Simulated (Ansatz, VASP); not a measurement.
# NbC: VASP beside Ansatz

POSCAR

```
NbC
1.0
    0.0000000000      2.2345500000      2.2345500000
    2.2345500000      0.0000000000      2.2345500000
    2.2345500000      2.2345500000      0.0000000000
Nb C
1 1
Direct
    0.0000000000      0.0000000000      0.0000000000
    0.5000000000      0.5000000000      0.5000000000
```

The input INCAR.step1:

```
SYSTEM = NbC
ALGO     = Normal         ! electronic algorithm
EDIFF    = 1E-5           ! SCF threshold, eV
ENCUT    = 660            ! plane-wave cutoff, eV
GGA      = PE             ! functional
GGA_COMPAT= .False.      
ISMEAR   = -1             ! smearing method
LASPH    = .True.         ! aspherical terms in the spheres
LCHARG   = .False.        ! write CHGCAR
LREAL    = .False.        ! projectors in reciprocal space
LWAVE    = .True.         ! write WAVECAR
NBANDS   = 16             ! bands
NELM     = 120            ! most SCF steps
PREC     = Accurate       ! precision mode
SIGMA    = 0.1            ! smearing width, eV
```

INCAR.step2

```
SYSTEM = NbC
ALGO     = Normal         ! electronic algorithm
EDIFF    = 1E-6           ! SCF threshold, eV
ENCUT    = 660            ! plane-wave cutoff, eV
GGA_COMPAT= .False.      
ISIF     = 2              ! what is computed and relaxed
ISMEAR   = -1             ! smearing method
ISTART   = 1            
LASPH    = .True.         ! aspherical terms in the spheres
LCHARG   = .False.        ! write CHGCAR
LMIXTAU  = .True.       
LREAL    = .False.        ! projectors in reciprocal space
LWAVE    = .False.        ! write WAVECAR
METAGGA  = R2SCAN         ! meta-GGA
NBANDS   = 16             ! bands
NELM     = 120            ! most SCF steps
PREC     = Accurate       ! precision mode
SIGMA    = 0.1            ! smearing width, eV
```

Contents of KPOINTS:

```
k-points
0
Gamma
  9 9 9
  0 0 0
```

Input for Ansatz:

```yaml
crystal:
  lattice:
    - [0.0, 2.23455, 2.23455]
    - [2.23455, 0.0, 2.23455]
    - [2.23455, 2.23455, 0.0]
  atoms:
    - { symbol: Nb, position: [0.0, 0.0, 0.0] }
    - { symbol: C, position: [0.5, 0.5, 0.5] }
kpoints:
  mp_grid:
    grid: [9, 9, 9]
hamiltonian:
  xc: r2scan
  pseudopotentials:
    kind: paw
scf:
  occupations:
    method: fermi_dirac
    width: 0.1
output:
  forces: true
  stress: true
```

Alike in both runs: task single point; functional r2SCAN; k mesh 9 × 9 × 9; occupations fermi-dirac, width 0.1 eV; no spin polarisation.

|  | VASP | Ansatz |
| --- | --- | --- |
| version | VASP 6.6.1 | Ansatz 0.2.0 |
| potentials or method | VASP PAW PBE potentials, release 64 (Nb_sv, C) | plane waves, PAW |
| plane-wave cutoff (eV) | 660 | 500 |
| valence electrons in the cell | 17 | 17 |

```csv
,VASP,Ansatz,Ansatz less VASP
pressure (GPa),2.5,2.8,+0.34
```

VASP's potentials were made for PBE, not for r2SCAN.
